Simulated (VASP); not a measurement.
Runs of VASP 6.6.1 on CuO. The structure is that of space group Cm (No. 8), or close to it. The cells are those of the table. 

| level | potentials or basis | U | cell | gap on the mesh (eV) | pressure (GPa) | largest force (eV/Å) |
| --- | --- | --- | --- | --- | --- | --- |
| LDA | VASP PAW LDA potentials, release 64 (Cu, O) | - | a = 3.033, b = 3.033, c = 5.253 Å, angles 73.2, 73.2, 60.0°, 4 atoms | none | -16.4 | 0.85 |
| BLYP | VASP PAW PBE potentials, release 64 (Cu, O) | - | a = 3.052, b = 3.052, c = 5.286 Å, angles 73.2, 73.2, 60.0°, 4 atoms | none | 2.8 | 0.99 |
| PBE+U | VASP PAW PBE potentials, release 64 (Cu, O) | Cu d U = 5.3 eV | a = 2.993, b = 2.993, c = 5.184 Å, angles 73.2, 73.2, 60.0°, 4 atoms | none | 1.3 | 1.15 |
| LDA | VASP PAW LDA potentials, release 64 (Cu, O) | - | a = 2.993, b = 2.993, c = 5.184 Å, angles 73.2, 73.2, 60.0°, 4 atoms | none | (a) | 1.05 |
| r2SCAN | VASP PAW PBE potentials, release 64 (Cu, O) | - | a = 2.993, b = 2.993, c = 5.184 Å, angles 73.2, 73.2, 60.0°, 4 atoms | none | -1.1 | 1.26 |
| BLYP | VASP PAW PBE potentials, release 64 (Cu, O) | - | a = 2.993, b = 2.993, c = 5.184 Å, angles 73.2, 73.2, 60.0°, 4 atoms | none | 13.9 | 1.30 |
| PBE+U | VASP PAW PBE potentials, release 64 (Cu, O) | Cu d U = 8.0 eV | a = 2.993, b = 2.993, c = 5.184 Å, angles 73.2, 73.2, 60.0°, 4 atoms | none | (b) | 1.07 |
| LDA | VASP PAW LDA potentials, release 64 (Cu, O) | - | a = 3.052, b = 3.052, c = 5.286 Å, angles 73.2, 73.2, 60.0°, 4 atoms | none | -18.9 | 0.76 |

Alike in all rows: task single point; no spin polarisation; k mesh 10 × 10 × 6; cutoff (eV) 520; smearing fermi-dirac 0.05 eV.

Estimate the missing entries.

(a) -10.3; (b) -1.0.

Caveats: semilocal functionals often make such compounds metallic where correlation or magnetic order opens a gap, which also shifts bond lengths (at least some runs); the PAW data sets were made with another functional, which shifts forces and pressure a little (at least some runs); forces of over 1 eV/Å act on the atoms, so gaps and moduli don't describe the material at rest (at least some runs); U without spin polarisation on a metal has little footing (at least some runs); the stress differs along the axes, from -19 to -13 GPa (at least some runs); the stress differs along the axes, from 0 to 7 GPa (at least some runs); the stress differs along the axes, from -1 to 5 GPa (at least some runs).

A gap of «none» marks levels without a gap at the run's occupations.
